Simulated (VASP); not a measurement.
# Rh (Fm-3m) in VASP: notebook

The runs below take Rh through single point, with r2SCAN.

Everything below comes from runs of VASP 6.6.1. Logs are shortened: lines on timing, memory, paths and dates and some standing lists are left out, and cuts for length are marked.

### Step 1. The cell of the first run

Symmetry: Fm-3m, No. 225, cubic system. The conventional cell has a = 3.802 Å, b = 3.802 Å, c = 3.802 Å, α = 90.00°, β = 90.00°, γ = 90.00°. Rh (site symmetry m-3m) has 12 Rh at 2.69 Å within 3.5 Å.

### Step 2. Single point, r2SCAN

Contents of POSCAR:

```
Rh
1.0
    0.0000000000      1.9008071574      1.9008071574
    1.9008071574      0.0000000000      1.9008071574
    1.9008071574      1.9008071574      0.0000000000
Rh
1
Direct
    0.0000000000      0.0000000000      0.0000000000
```

Contents of INCAR.step1:

```
PREC = Accurate
ENCUT = 680
ISMEAR = -1
SIGMA = 0.03
LREAL = F
LASPH = T
NELM = 120
NBANDS = 14
GGA = PE
ALGO = Normal
EDIFF = 1E-5
LWAVE = T
LCHARG = F
GGA_COMPAT = F
```

Contents of INCAR.step2:

```
PREC = Accurate
ENCUT = 680
EDIFF = 1E-6
ISMEAR = -1
SIGMA = 0.03
LREAL = F
LASPH = T
NELM = 120
ALGO = Normal
ISIF = 2
LWAVE = F
LCHARG = F
METAGGA = R2SCAN
LMIXTAU = T
NBANDS = 14
ISTART = 1
GGA_COMPAT = F
```

Contents of KPOINTS:

```
Automatic mesh
0
Gamma
  14 14 14
```

Potentials or basis: VASP PAW PBE potentials, release 64 (Rh_sv_GW).

Run with:

```
> cat potpaw_PBE.64/Rh_sv_GW/POTCAR > POTCAR
> cp INCAR.step1 INCAR
> mpirun -np 1 vasp_std > vasp.out
> cp INCAR.step2 INCAR
> mpirun -np 1 vasp_std > vasp.out
```

OUTCAR:

```text
PREC = Accurate
   ENCUT = 680
   EDIFF = 1E-6
   ISMEAR = -1
   LREAL = F
   LASPH = T
   NELM = 120
   ISIF = 2
   METAGGA = R2SCAN
   ISTART = 1

 ion  position               nearest neighbor table
   1  0.000  0.000  0.000-

  LATTYP: Found a face centered cubic cell.
 ALAT       =     3.8016143148

  Lattice vectors:

 A1 = (   0.0000000000,   1.9008071574,   1.9008071574)
 A2 = (   1.9008071574,   0.0000000000,   1.9008071574)
 A3 = (   1.9008071574,   1.9008071574,   0.0000000000)

Analysis of symmetry for initial positions (statically):
=====================================================================
 Subroutine PRICEL returns:
 Original cell was already a primitive cell.

 Routine SETGRP: Setting up the symmetry group for a
 face centered cubic supercell.

 Subroutine GETGRP returns: Found 48 space group operations
 (whereof 48 operations were pure point group operations)
 out of a pool of 48 trial point group operations.

The static configuration has the point symmetry O_h .

Analysis of symmetry for dynamics (positions and initial velocities):
=====================================================================
 Subroutine PRICEL returns:
 Original cell was already a primitive cell.

 Routine SETGRP: Setting up the symmetry group for a
 face centered cubic supercell.

 Subroutine GETGRP returns: Found 48 space group operations
 (whereof 48 operations were pure point group operations)
 out of a pool of 48 trial point group operations.

The dynamic configuration has the point symmetry O_h .

 Subroutine INISYM returns: Found 48 space group operations
 (whereof 48 operations are pure point group operations),
 and found     1 'primitive' translations

----------------------------------------------------------------------------------------

                                     Primitive cell

  volume of cell :      13.7355

  direct lattice vectors                    reciprocal lattice vectors
     0.000000000  1.900807157  1.900807157    -0.263046148  0.263046148  0.263046148
     1.900807157  0.000000000  1.900807157     0.263046148 -0.263046148  0.263046148
     1.900807157  1.900807157  0.000000000     0.263046148  0.263046148 -0.263046148

  length of vectors
     2.688147261  2.688147261  2.688147261     0.455609292  0.455609292  0.455609292

  position of ions in fractional coordinates (direct lattice)
     0.000000000  0.000000000  0.000000000

  ion indices of the primitive-cell ions
   primitive index   ion index
                 1           1

----------------------------------------------------------------------------------------

 KPOINTS: Automatic mesh

Automatic generation of k-mesh.
 Grid dimensions read from file:
 generate k-points for:   14   14   14

 Generating k-lattice:

  Cartesian coordinates                     Fractional coordinates (reciprocal lattice)
    -0.018789011  0.018789011  0.018789011     0.071428571  0.000000000  0.000000000
     0.018789011 -0.018789011  0.018789011     0.000000000  0.071428571  0.000000000
     0.018789011  0.018789011 -0.018789011     0.000000000  0.000000000  0.071428571

  Length of vectors
     0.032543521  0.032543521  0.032543521

  Shift w.r.t. Gamma in fractional coordinates (k-lattice)
     0.000000000  0.000000000  0.000000000

 Subroutine IBZKPT returns following result:
 ===========================================

 Found    104 irreducible k-points:

 Following reciprocal coordinates:
            Coordinates               Weight
  0.000000  0.000000  0.000000      1.000000
  0.071429  0.000000  0.000000      8.000000
  0.142857  0.000000  0.000000      8.000000
  0.214286  0.000000  0.000000      8.000000
  0.285714  0.000000  0.000000      8.000000
  0.357143  0.000000  0.000000      8.000000
[... 16 lines left out ...]
  0.214286  0.142857  0.000000     24.000000
  0.285714  0.142857  0.000000     24.000000
 [... further k-points ...]
   k-points           NKPTS =    104   k-points in BZ     NKDIM =    104   number of bands    NBANDS=     14
   number of dos      NEDOS =    301   number of ions     NIONS =      1
   total plane-waves  NPLWV =  13824
   dimension x,y,z NGX =    24 NGY =   24 NGZ =   24
   dimension x,y,z NGXF=    48 NGYF=   48 NGZF=   48
   ions per type =               1
   NGX,Y,Z   is equivalent  to a cutoff of  14.84, 14.84, 14.84 a.u.
   NGXF,Y,Z  is equivalent  to a cutoff of  29.69, 29.69, 29.69 a.u.
 SYSTEM =  unknown system
   PREC   = accura    normal or accurate (medium, high low for compatibility)
   ISTART =      1    job   : 0-new  1-cont  2-samecut
   ICHARG =      0    charge: 1-file 2-atom 10-const
   ISPIN  =      1    spin polarized calculation?
   LNONCOLLINEAR =      F non collinear calculations
   LSORBIT =      F    spin-orbit coupling
   LASPH  =      T    aspherical Exc in radial PAW
   ENCUT  =  680.0 eV  49.98 Ry    7.07 a.u.   5.72  5.72  5.72*2*pi/ulx,y,z
   NELM   =    120;   NELMIN=  2; NELMDL=  0     # of ELM steps
   EDIFF  = 0.1E-05   stopping-criterion for ELM
   LREAL  =      F    real-space projection
   EDIFFG = 0.1E-04   stopping-criterion for IOM
   NSW    =      0    number of steps for IOM
   IBRION =     -1    ionic relax: 0-MD 1-quasi-New 2-CG
   NFREE  =      0    steps in history (QN), initial steepest desc. (CG)
   ISIF   =      2    stress and relaxation
   ISYM   =      2    0-nonsym 1-usesym 2-fastsym
   POTIM  = 0.5000    time-step for ionic-motion
   TEBEG  =    0.0;   TEEND  =   0.0 temperature during run
   PSTRESS=    0.0 pullay stress
   NELECT =      17.0000    total number of electrons
   NUPDOWN=      -1.0000    fix difference up-down
   EMIN   =  10.00;   EMAX   =-10.00  energy-range for DOS
   EFERMI =   0.00;   METHOD = LEGACY
   ISMEAR =    -1;   SIGMA  =   0.03  broadening in eV -4-tet -1-fermi 0-gaus
   EFERMI_NEDOS =   21; number of points for ismear=-14 and -15
   IALGO  =     38    algorithm
   IMIX   =      4    mixing-type and parameters
     AMIX     =   0.40;   BMIX     =  1.00
     AMIX_MAG =   1.60;   BMIX_MAG =  1.00
  volume/ion in A,a.u.               =      13.74        92.69
  Fermi-wavevector in a.u.,A,eV,Ry     =   1.757693  3.321559 42.035002  3.089486
  Thomas-Fermi vector in A             =   2.826998
   LORBIT       =      0    0 simple, 1 ext, 2 COOP (PROOUT), +10 PAW based schemes
   METAGGA = R2SCAN    functional components
   LHFCALC =     F    Hartree Fock is set to
   AEXX    =    0.0000 exact exchange contribution
   IVDW    =     0    specifies the selected vdW correction
   LEPSILON=     F    determine dielectric tensor
   LRPA    =     F    only Hartree local field effects (RPA)
 non-spin polarized calculation
  energy-cutoff  :      680.00
  volume of cell :       13.74
 maximum number of plane-waves:       568
   NGX = 11   NGY = 11   NGZ = 11

 number of electron      17.0000001 magnetization

 Free energy of the ion-electron system (eV)
  ---------------------------------------------------
  ext. energy  EPLUGINS =         0.00000000
  ---------------------------------------------------
  free energy    TOTEN  =       -23.28861928 eV

  energy without entropy =      -23.28450424  energy(sigma->0) =      -23.28656176

 E-fermi :  10.6817     XC(G=0): -15.2744

 val. band max:       10.6512378832   @ k =   0.3571   0.0000   0.0000
 cond. band min:      10.6978652626   @ k =  -0.2857   0.3571   0.0714
 fundamental gap:      0.0466273793
 Fermi energy:        10.6817212702

 k-point     1 :       0.0000    0.0000    0.0000
  band No.  band energies     occupation
      1     -70.4529      2.00000
      2     -37.0813      2.00000
      3     -37.0813      2.00000
      4     -37.0813      2.00000
      5       2.5496      2.00000
      6       7.5430      2.00000
      7       7.5430      2.00000
      8       7.5430      2.00000
      9       9.6421      2.00000
     10       9.6421      2.00000
     11      27.1722      0.00000
     12      32.8219      0.00000
     13      32.8219      0.00000
     14      32.8219      0.00000

 k-point     2 :       0.0714    0.0000    0.0000
  band No.  band energies     occupation
      1     -70.4469      2.00000
      2     -37.1214      2.00000
      3     -37.0867      2.00000
      4     -37.0867      2.00000
      5       2.7627      2.00000
      6       7.4494      2.00000
      7       7.6253      2.00000
      8       7.6253      2.00000
      9       9.5974      2.00000
     10       9.5974      2.00000
     11      27.4759      0.00000
     12      31.7960      0.00000
     13      33.1313      0.00000
     14      33.1313      0.00000

 k-point     3 :       0.1429    0.0000    0.0000
  band No.  band energies     occupation
      1     -70.4299      2.00000
      2     -37.2328      2.00000
      3     -37.1018      2.00000
      4     -37.1018      2.00000
      5       3.3505      2.00000
      6       7.2509      2.00000
      7       7.8142      2.00000
      8       7.8142      2.00000
      9       9.5328      2.00000
     10       9.5328      2.00000
     11      28.2115      0.00000
     12      29.8195      0.00000
     13      34.0126      0.00000
     14      34.0126      0.00000
[... 324 lines left out ...]
 k-point    23 :       0.2143    0.1429    0.0000
  band No.  band energies     occupation
      1     -70.4038      2.00000
      2     -37.3312      2.00000
      3     -37.1631      2.00000
      4     -37.1566      2.00000
      5       4.2296      2.00000
      6       6.5690      2.00000
      7       8.2162      2.00000
      8       8.3818      2.00000
      9       8.9908      2.00000
     10      10.0768      2.00000
     11      29.3311      0.00000
     12      29.7093      0.00000
     13      32.4790      0.00000
     14      33.0308      0.00000

 k-point    24 :       0.2857    0.1429    0.0000
  band No.  band energies     occupation
      1     -70.3798      2.00000
      2     -37.4737      2.00000
      3     -37.1901      2.00000
      4     -37.1816      2.00000
      5       4.8709      2.00000
      6       6.4951      2.00000
      7       7.8739      2.00000
      8       8.4727      2.00000
      9       9.7838      2.00000
     10      10.4096      1.99977
     11      27.3923      0.00000
     12      29.7229      0.00000
     13      32.2045      0.00000
     14      33.4027      0.00000

 [... further k-points ...]

------------------------ aborting loop because EDIFF is reached ----------------------------------------

  FORCE on cell =-STRESS in cart. coord.  units (eV):
  Direction    XX          YY          ZZ          XY          YZ          ZX
  --------------------------------------------------------------------------------------
  -------------------------------------------------------------------------------------
  Total       -0.0236643     -0.0236643     -0.0236643      0.0000000     -0.0000000      0.0000000
  in kB       -2.7603253     -2.7603253     -2.7603253      0.0000000     -0.0000000      0.0000000
  external PRESSURE =      -2.7603253 kB  Pullay stress =       0.0000000 kB

 VOLUME and BASIS-vectors are now :
 -----------------------------------------------------------------------------
  energy-cutoff  :      680.00
  volume of cell :       13.74
      direct lattice vectors                 reciprocal lattice vectors
     0.000000000  1.900807157  1.900807157    -0.263046148  0.263046148  0.263046148
     1.900807157  0.000000000  1.900807157     0.263046148 -0.263046148  0.263046148
     1.900807157  1.900807157  0.000000000     0.263046148  0.263046148 -0.263046148

 POSITION                                       TOTAL-FORCE (eV/Angst)
 -----------------------------------------------------------------------------------
      0.00000      0.00000      0.00000         0.000000      0.000000      0.000000
 -----------------------------------------------------------------------------------
    total drift:                               -0.000000     -0.000000     -0.000000

  FREE ENERGIE OF THE ION-ELECTRON SYSTEM (eV)
  ---------------------------------------------------
  free  energy   TOTEN  =       -23.2886192848 eV

  energy  without entropy=      -23.2845042398  energy(sigma->0) =      -23.28656176
```

It took 71 s on 1 thread of AMD EPYC 9R45 (Zen 5), shared host; peak memory 0.15 GiB.

Results:

```
Free energy            : -23.2886 eV
Pressure               : -0.3 GPa
Band gap on the k mesh : zero (an odd number of electrons rules out a gap without spin polarisation)
```

Levels at points of the mesh, in eV from the Fermi level:
```
           k point  band 5  band 6  band 7  band 8  band 9  band 10  band 11  band 12
(0.00, 0.00, 0.00)   -8.13   -3.14   -3.14   -3.14   -1.04    -1.04    16.49    22.14
(0.50, 0.00, 0.00)   -6.30   -3.25   -3.25    0.62    0.62     0.93     9.14    16.10
(0.50, 0.50, 0.00)   -6.51   -6.14    0.55    1.08    1.08     3.51    12.92    13.99
```

Caveat: the PAW data sets were made with another functional, which shifts forces and pressure a little.

### Step 3. Single point, r2SCAN

POSCAR is that of step 2.

Contents of INCAR.step1:

```
ALGO = Normal
EDIFF = 1E-5
ENCUT = 680
GGA = PE
GGA_COMPAT = F
ISMEAR = -1
LASPH = T
LCHARG = F
LREAL = F
LWAVE = T
NBANDS = 14
NELM = 120
PREC = Accurate
SIGMA = 0.1
```

Contents of INCAR.step2:

```
ALGO = Normal
EDIFF = 1E-6
ENCUT = 680
GGA_COMPAT = F
ISIF = 2
ISMEAR = -1
ISTART = 1
LASPH = T
LCHARG = T
LELF = T
LMIXTAU = T
LREAL = F
LVHAR = T
LWAVE = F
METAGGA = R2SCAN
NBANDS = 14
NELM = 120
PREC = Accurate
SIGMA = 0.1
```

Contents of KPOINTS:

```
k-points
0
Gamma
  7 7 7
```

Potentials or basis: VASP PAW PBE potentials, release 64 (Rh_sv_GW).

Run with:

```
> cat potpaw_PBE.64/Rh_sv_GW/POTCAR > POTCAR
> cp INCAR.step1 INCAR
> mpirun -np 1 vasp_std > vasp.out
> cp INCAR.step2 INCAR
> mpirun -np 1 vasp_std > vasp.out
```

Run time: 28 s. Hardware: 1 thread of Intel Xeon Platinum 8488C (Sapphire Rapids), shared host; peak memory 0.15 GiB.

Results (log left out):

| Item | Value |
| --- | --- |
| Free energy | -23.3671 eV |
| Pressure | -1.1 GPa |
| Band gap on the k mesh | zero (an odd number of electrons rules out a gap without spin polarisation) |

Levels at points of the mesh, in eV from the Fermi level:
```csv
k point,band 6,band 7,band 8,band 9,band 10,band 11
"(0.00, 0.00, 0.00)",-3.19,-3.19,-3.19,-1.10,-1.10,16.44
```

Caveat: the k points lie up to 0.41 Å⁻¹ apart, too coarse for converged energies and pressures of a metal; the PAW data sets were made with another functional, which shifts forces and pressure a little.

The gap in the log of VASP goes by the Fermi energy; the results here count the filled bands.